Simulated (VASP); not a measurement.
# LiH in VASP: notebook, part 2 of 2

VASP 6.6.1.

### Step 4. Single point, PBE

INCAR reads:

```
PREC = Accurate
ENCUT = 750
EDIFF = 1E-6
ISMEAR = 0
SIGMA = 0.1
LREAL = F
LASPH = T
NELM = 120
ALGO = Normal
ISIF = 2
LWAVE = F
LCHARG = F
GGA = PE
NBANDS = 21
GGA_COMPAT = F
```

KPOINTS reads:

```
regular mesh
0
Gamma
  6 6 1
```

POSCAR reads:

```
LiH
1.0
    2.8126213994     -0.0013664663     -0.0053193958
   -1.4074291611      2.4361198644      0.0046675346
   -0.0219545704      0.0099421551     11.8360637530
Li H
5 5
Direct
    0.0066811546      0.9972649533      0.7930233030
   -0.0025111928      0.0034692898     -0.0000710174
   -0.0041202118      0.0021501899      0.2068721020
    0.3321802945      0.6665423409      0.4022239809
    0.6692295319      0.3317390888      0.5978814780
    0.3365400794      0.6656268743      0.6956312524
    0.6682038002      0.3341139070      0.8962339041
    0.3295020356      0.6665176817      0.1036756197
    0.6639386795      0.3332742958      0.3044406106
    0.0003558287      0.9993013785      0.5000887668
```

Potentials or basis: VASP PAW PBE potentials, release 64 (Li_sv, H).

Command:

```sh
cat potpaw_PBE.64/Li_sv/POTCAR potpaw_PBE.64/H/POTCAR > POTCAR
mpirun -np 1 vasp_std > vasp.out
```

OUTCAR:

```text
PREC = Accurate
   ENCUT = 750
   EDIFF = 1E-6
   ISMEAR = 0
   LREAL = F
   LASPH = T
   NELM = 120
   ISIF = 2
   GGA = PE

 ion  position               nearest neighbor table
   1  0.007  0.997  0.793-   2 2.45
   2  0.997  0.003  1.000-   1 2.45   3 2.45
   3  0.996  0.002  0.207-   2 2.45
   4  0.332  0.667  0.402-
   5  0.669  0.332  0.598-
   6  0.337  0.666  0.696-
   7  0.668  0.334  0.896-
   8  0.330  0.667  0.104-
   9  0.664  0.333  0.304-
  10  0.000  0.999  0.500-

  LATTYP: Found a triclinic cell.
 ALAT       =     2.8126267615
 B/A-ratio  =     0.9994765616
 C/A-ratio  =     4.2081972810
 COS(alpha) =     0.0004315552
 COS(beta)  =     0.0037465401
 COS(gamma) =     0.4994417407

  Lattice vectors:

 A1 = (  -2.8126213994,   0.0013664663,   0.0053193958)
 A2 = (  -1.4051922383,  -2.4347533981,   0.0006518612)
 A3 = (  -0.0219545704,   0.0099421551,  11.8360637530)

[... 189 lines left out ...]
 cond. band min:       3.4964934624   @ k =   0.5000   0.5000   0.0000
 fundamental gap:      3.4800717679
 Fermi energy:         0.4559046471

 k-point     1 :       0.0000    0.0000    0.0000
  band No.  band energies     occupation
      1     -44.3508      2.00000
      2     -44.2787      2.00000
      3     -44.2737      2.00000
      4     -44.2397      2.00000
      5     -44.2180      2.00000
      6      -5.3798      2.00000
[... 469 lines left out ...]
     20      11.6910      0.00000
     21      12.1502      0.00000

------------------------ aborting loop because EDIFF is reached ----------------------------------------

  FORCE on cell =-STRESS in cart. coord.  units (eV):
  Direction    XX          YY          ZZ          XY          YZ          ZX
  --------------------------------------------------------------------------------------
  -------------------------------------------------------------------------------------
  Total       -0.0913892     -0.0895459     -0.1095562      0.0191335     -0.0161033      0.0236971
  in kB       -1.8059764     -1.7695497     -2.1649815      0.3781049     -0.3182243      0.4682881
  external PRESSURE =      -1.9135025 kB  Pullay stress =       0.0000000 kB

 VOLUME and BASIS-vectors are now :
 -----------------------------------------------------------------------------
  energy-cutoff  :      750.00
  volume of cell :       81.08
      direct lattice vectors                 reciprocal lattice vectors
     2.812621399 -0.001366466 -0.005319396     0.355640952  0.205464920  0.000487086
    -1.407429161  2.436119864  0.004667535     0.000198834  0.410604366 -0.000344534
    -0.021954570  0.009942155 11.836063753     0.000159755 -0.000069581  0.084487902

 POSITION                                       TOTAL-FORCE (eV/Angst)
 -----------------------------------------------------------------------------------
     -1.40220      2.43733      9.39089        -0.009897      0.002766     -0.008643
      2.77872      0.01703     11.82993         0.002883     -0.004888      0.000641
      2.79346      0.00593      2.44326         0.005419     -0.006682      0.012665
     -0.01264      1.62732      4.76209         0.000500     -0.000459      0.003175
      1.40226      0.81319      7.07455        -0.003106      0.002071     -0.005988
     -0.00554      1.62800      8.23485         0.002982     -0.002164     -0.004601
      1.38949      0.82194     10.60589         0.000569     -0.001817      0.016815
     -0.01359      1.62430      1.22847         0.000485      0.007938     -0.016067
      1.39166      0.81402      3.60140        -0.000445      0.003340      0.002908
     -1.41642      2.43939      5.92374         0.000609     -0.000106     -0.000906
 -----------------------------------------------------------------------------------
    total drift:                                0.000246     -0.000086     -0.000065

  FREE ENERGIE OF THE ION-ELECTRON SYSTEM (eV)
  ---------------------------------------------------
  free  energy   TOTEN  =       -30.4258764221 eV

  energy  without entropy=      -30.4258764221  energy(sigma->0) =      -30.42587642
```

OSZICAR:

```text
N       E                     dE             d eps       ncg     rms          rms(c)
DAV:   1     0.974826683881E+02    0.97483E+02   -0.96399E+03   840   0.121E+03
DAV:   2    -0.141351331165E+02   -0.11162E+03   -0.10641E+03   942   0.288E+02
DAV:   3    -0.310516358427E+02   -0.16917E+02   -0.16763E+02  1626   0.614E+01
DAV:   4    -0.316125126880E+02   -0.56088E+00   -0.56035E+00  1130   0.184E+01
DAV:   5    -0.316446937710E+02   -0.32181E-01   -0.32180E-01  1330   0.290E+00    0.644E+00
DAV:   6    -0.307201842796E+02    0.92451E+00   -0.48830E-01  1045   0.274E+00    0.327E+00
DAV:   7    -0.304086630722E+02    0.31152E+00   -0.77556E-01  1077   0.352E+00    0.483E-01
DAV:   8    -0.304264382141E+02   -0.17775E-01   -0.97791E-02  1276   0.167E+00    0.210E-01
DAV:   9    -0.304257673857E+02    0.67083E-03   -0.24347E-03  1072   0.277E-01    0.116E-01
DAV:  10    -0.304258776808E+02   -0.11030E-03   -0.48602E-04  1131   0.129E-01    0.401E-02
DAV:  11    -0.304258757296E+02    0.19512E-05   -0.40419E-05  1093   0.464E-02    0.967E-03
DAV:  12    -0.304258786592E+02   -0.29297E-05   -0.64128E-06  1534   0.147E-02    0.777E-03
DAV:  13    -0.304258760971E+02    0.25621E-05   -0.90137E-07   683   0.804E-03    0.680E-04
DAV:  14    -0.304258764221E+02   -0.32497E-06   -0.20083E-07   530   0.343E-03
   1 F= -.30425876E+02 E0= -.30425876E+02  d E =-.126859E-10
```

Wall time 2 min (1 thread of Intel Xeon 8259CL, shared host); peak memory 0.26 GiB.

What came out:

* Free energy: -30.4259 eV
* Pressure: -0.2 GPa
* Largest force: 0.018 eV/Å
* Band gap on the k mesh: 3.48 eV (least direct gap 3.49 eV)

Forces in eV/Å, atoms in the order of the input:
```
Li  -0.010  0.003 -0.009
Li   0.003 -0.005  0.001
Li   0.005 -0.007  0.013
Li   0.001  0.000  0.003
Li  -0.003  0.002 -0.006
H    0.003 -0.002 -0.005
H    0.001 -0.002  0.017
H    0.000  0.008 -0.016
H    0.000  0.003  0.003
H    0.001  0.000 -0.001
```

Levels at points of the mesh, in eV from the valence-band top:
| k point | band 7 | band 8 | band 9 | band 10 | band 11 | band 12 | band 13 | band 14 |
| --- | --- | --- | --- | --- | --- | --- | --- | --- |
| (0.00, 0.00, 0.00) | -4.75 | -4.66 | -3.19 | -3.16 | 5.50 | 5.69 | 10.72 | 10.75 |
| (0.50, 0.00, 0.00) | -2.31 | -1.20 | -1.17 | -0.01 | 3.50 | 4.51 | 4.53 | 5.25 |
| (0.00, 0.50, 0.00) | -2.31 | -1.19 | -1.18 | 0.00 | 3.51 | 4.52 | 4.53 | 5.25 |
| (0.50, 0.50, 0.00) | -2.31 | -1.20 | -1.18 | -0.01 | 3.48 | 4.48 | 4.57 | 5.25 |

Caveat: the k points lie up to 0.53 Å⁻¹ apart; an odd mesh through Γ misses points on the zone boundary, where band edges can lie.

### Step 5. Single point, PBE

This run uses another cell than the first one, of 12.17 Å³/atom.

INCAR reads:

```
  PREC = Accurate
  ENCUT = 750
  EDIFF = 1E-6
  ISMEAR = 0
  SIGMA = 0.1
  LREAL = False
  LASPH = True
  NELM = 120
  ALGO = Normal
  ISIF = 2
  LWAVE = False
  LCHARG = True
  GGA = PE
  LELF = True
  LVHAR = True
  NBANDS = 21
  GGA_COMPAT = False
```

KPOINTS reads:

```
regular mesh
0
Gamma
  6 6 2
```

POSCAR reads:

```
LiH
1.0
    3.2430000000      0.0000000000      0.0000000000
   -1.6215000000      2.8085203800      0.0000000000
    0.0000000000      0.0000000000     13.3578329100
Li H
5 5
Direct
    0.0000000000      0.0000000000      0.8000000000
    0.0000000000      0.0000000000      0.0000000000
    0.0000000000      0.0000000000      0.2000000000
    0.3333333300      0.6666666700      0.4000000000
    0.6666666700      0.3333333300      0.6000000000
    0.3333333300      0.6666666700      0.7000000000
    0.6666666700      0.3333333300      0.9000000000
    0.3333333300      0.6666666700      0.1000000000
    0.6666666700      0.3333333300      0.3000000000
    0.0000000000      0.0000000000      0.5000000000
```

Command:

```sh
cat potpaw_PBE.64/Li_sv/POTCAR potpaw_PBE.64/H/POTCAR > POTCAR
mpirun -np 1 vasp_std > vasp.out
```

Run time: 2.1 min. Hardware: 1 thread of Intel Xeon 8259CL, shared host; peak memory 0.31 GiB.

The run converged. Its results:

```yaml
Free_energy: -29.1341 eV
Pressure: -7.4 GPa
Largest_force: 0.234 eV/Å
Band_gap_on_the_k_mesh: 3.43 eV (least direct gap 3.59 eV)
```

Forces on the atoms (eV/Å):
```
Li   0.000  0.000 -0.234
Li   0.000  0.000  0.000
Li   0.000  0.000  0.234
Li   0.000  0.000  0.000
Li   0.000  0.000  0.000
H    0.000  0.000 -0.001
H    0.000  0.000  0.000
H    0.000  0.000  0.000
H    0.000  0.000  0.001
H    0.000  0.000  0.000
```

Stress tensor (GPa, compression positive):
```
-7.98  0.00  0.00
 0.00 -7.98  0.00
 0.00  0.00 -6.32
```

Levels at points of the mesh, in eV from the valence-band top:
```tsv
k point	band 6	band 7	band 8	band 9	band 10	band 11	band 12	band 13	band 14	band 15
(0.00, 0.00, 0.00)	-3.93	-3.36	-3.36	-2.03	-1.99	4.75	4.79	8.72	8.74	10.70
(0.50, 0.00, 0.00)	-1.52	-1.46	-0.72	-0.69	0.00	3.59	3.95	4.01	4.55	4.71
(0.00, 0.00, 0.50)	-3.79	-3.78	-2.72	-2.71	-1.66	4.08	6.49	6.51	10.59	10.78
(0.50, 0.00, 0.50)	-1.61	-1.19	-1.16	-0.28	-0.17	3.43	4.00	4.32	4.47	4.67
```

Caveat: the cell stands under tension.

### Step 6. The runs side by side

```tsv
cell	k mesh	gap on the mesh (eV)	pressure (GPa)	largest force (eV/Å)
a = 2.813, b = 2.813, c = 11.842 Å, angles 90.0, 90.0, 120.0°, 10 atoms, atomic positions A	6 × 6 × 1	3.50	-0.2	-
a = 2.815, b = 2.815, c = 11.854 Å, angles 90.0, 90.0, 120.0°, 10 atoms, atomic positions A	6 × 6 × 2	3.44	-0.3	0.02
a = 2.813, b = 2.813, c = 11.836 Å, angles 89.8, 90.2, 120.0°, 10 atoms, atomic positions B	6 × 6 × 1	3.48	-0.2	0.02
a = 3.243, b = 3.243, c = 13.358 Å, angles 90.0, 90.0, 120.0°, 10 atoms, atomic positions C	6 × 6 × 2	3.43	-7.4	0.23
```

Alike in all rows: task single point; level PBE; potentials or basis VASP PAW PBE potentials, release 64 (Li_sv, H); no spin polarisation; cutoff (eV) 750; smearing gaussian 0.1 eV.

Caveats: some runs use coarse meshes; an odd mesh through Γ misses points on the zone boundary, where band edges can lie (at least some runs); the cell stands under tension (at least some runs).

Total energies depend on the potentials used, so only differences within one code and one set of settings carry meaning.
